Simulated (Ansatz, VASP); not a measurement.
## One calculation of MnO2, two programs

File INCAR:

```
  PREC = Accurate
  ENCUT = 600
  EDIFF = 1E-6
  ISMEAR = 0
  SIGMA = 0.05
  LREAL = False
  LASPH = True
  NELM = 200
  ALGO = Normal
  ISIF = 2
  LWAVE = False
  LCHARG = True
  MAGMOM = 0 0 3 0 0 0 0 0 0
  LORBIT = 11
  LSORBIT = True
  GGA_COMPAT = False
  LORBMOM = True
  LMAXMIX = 4
  LDAU = True
  LDAUTYPE = 2
  LDAUL = 2 -1
  LDAUU = 3.9 0
  LDAUJ = 0 0
  LDAUPRINT = 1
  GGA = PE
  LVHAR = True
  NBANDS = 40
```

The input KPOINTS:

```
Automatic mesh
0
Gamma
  5 5 3
```

Contents of POSCAR:

```
MnO2
1.0
    2.9203003366      0.0000000000      0.0000000000
   -1.4601501683      2.5290542782      0.0000000000
    0.0000000000      0.0000000000      5.5070216066
Mn O
1 2
Direct
    0.0000000000      0.0000000000      0.0000000000
    0.3333333333      0.6666666667      0.1728657965
    0.6666666667      0.3333333333      0.8271342035
```

Input for Ansatz:

```yaml
crystal:
  lattice:
    - [2.9203003366, 0.0, 0.0]
    - [-1.4601501683, 2.5290542782, 0.0]
    - [0.0, 0.0, 5.5070216066]
  atoms:
    - { symbol: Mn, position: [0.0, 0.0, 0.0], spin: 3.0, spin_axis: [0.0, 0.0, 1.0] }
    - { symbol: O, position: [0.3333333333, 0.6666666667, 0.1728657965] }
    - { symbol: O, position: [0.6666666667, 0.3333333333, 0.8271342035] }
basis:
  ecutwfc: 420
  ecutrho_ratio: 4
kpoints:
  mp_grid: { grid: [5, 5, 3] }
hamiltonian:
  xc: pbe
  hubbard: { sites: [{ species: Mn, l: d, u_eff: 3.9 }] }
scf:
  occupations: { method: gaussian, width: 0.05 }
output:
  forces: true
  stress: true
  eigenvalues: true
  populations: true
  hubbard: { sites: [{ species: Mn, l: d }] }
  write_density: true
  write_potential: true
  elf: true
  volumetric_format: npy
magnetization:
  noncollinear: true
  spin_orbit: true
```

Alike in both runs: task single point; functional PBE; k mesh 5 × 5 × 3; occupations gaussian, width 0.05 eV; non-collinear spin, spin-orbit coupling; Hubbard terms Mn d U = 3.9 eV.

|  | VASP | Ansatz |
| --- | --- | --- |
| version | VASP 6.6.1 | Ansatz 0.2.0 |
| potentials or method | VASP PAW PBE potentials, release 64 (Mn_sv, O), cutoff 600 eV | plane waves, PAW |
| valence electrons in the cell | 27 | 27 |

Ansatz gave:

* pressure (GPa): 0.0
* traceless stress, the component that is largest in VASP (GPa): -0.11
* rms of the force components (eV/Å): 0.009
* net moment per atom (μB): 1.00

**Question.** What did VASP give for the same quantities?

**Answer.** Pressure (GPa): -2.3; traceless stress, the component that is largest in VASP (GPa): 0.58; rms of the force components (eV/Å): 0.037; net moment per atom (μB): 1.00.

The programs project onto different local orbitals, so the same U acts differently, and such runs can settle in different states. Atom by atom the forces differ by 0.029 eV/Å (rms over components). Ansatz's warnings: stress scf threshold loose.

The k mesh is coarse, so the values compare programs but aren't converged.
